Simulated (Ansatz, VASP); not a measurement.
# ZrC: VASP beside Ansatz

Contents of INCAR:

```
PREC = Accurate
ENCUT = 520
EDIFF = 1E-6
ISMEAR = -1
SIGMA = 0.05
LREAL = F
LASPH = T
NELM = 100
ALGO = Normal
ISIF = 2
LWAVE = F
LCHARG = F
GGA = PS
NBANDS = 15
```

File KPOINTS:

```
regular mesh
0
Gamma
  15 15 15
```

Contents of POSCAR:

```
ZrC
1.0
    0.0000000000      2.3267079000      2.3502100000
    2.3267079000      0.0000000000      2.3502100000
    2.3267079000      2.3267079000      0.0000000000
Zr C
1 1
Direct
    0.5000000000      0.5000000000      0.5000000000
    0.0000000000      0.0000000000      0.0000000000
```

Input for Ansatz:

```yaml
crystal:
  lattice:
    - [0.0, 2.3267079, 2.35021]
    - [2.3267079, 0.0, 2.35021]
    - [2.3267079, 2.3267079, 0.0]
  atoms:
    - { symbol: Zr, position: [0.5, 0.5, 0.5] }
    - { symbol: C, position: [0.0, 0.0, 0.0] }
kpoints:
  mp_grid: { grid: [15, 15, 15] }
  band_path:
    path:
      - [0.0, 0.0, 0.0]
      - [0.0, 0.5, 0.5]
      - [0.25, 0.75, 0.5]
      - [0.0, 0.5, 0.0]
      - [0.0, 0.0, 0.0]
      - [0.5, 0.5, 0.0]
      - [0.3725125, 0.6274875, 0.0]
      - [-0.3725125, 0.3725125, 0.0]
      - [0.0, 0.0, 0.0]
    npoints: 5
scf:
  occupations: { method: fermi_dirac, width: 0.05 }
hamiltonian:
  xc: pbesol
  pseudopotentials: { kind: all_electron, lapw: { basis_error: 0.0005 } }
output:
  forces: true
  stress: true
  eigenvalues: true
```

Change from the starting cell: equal xx and yy strain of -1 %.

Alike in both runs: task single point; functional PBEsol; k mesh 15 × 15 × 15; occupations fermi-dirac, width 0.05 eV; no spin polarisation.

|  | VASP | Ansatz |
| --- | --- | --- |
| version | VASP 6.6.1 | Ansatz 0.2.0 |
| potentials or method | VASP PAW PBE potentials, release 64 (Zr_sv, C), cutoff 520 eV | all-electron LAPW, scalar-relativistic |

VASP gave:

* pressure (GPa): 0.4
* traceless stress, the component that is largest in VASP (GPa): -2.59

Estimate Ansatz's values.

pressure (GPa): 0.1; traceless stress, the component that is largest in VASP (GPa): -2.57.

VASP's potentials were made for PBE, not for PBEsol. Ansatz ran all-electron here, and VASP with PAW potentials.
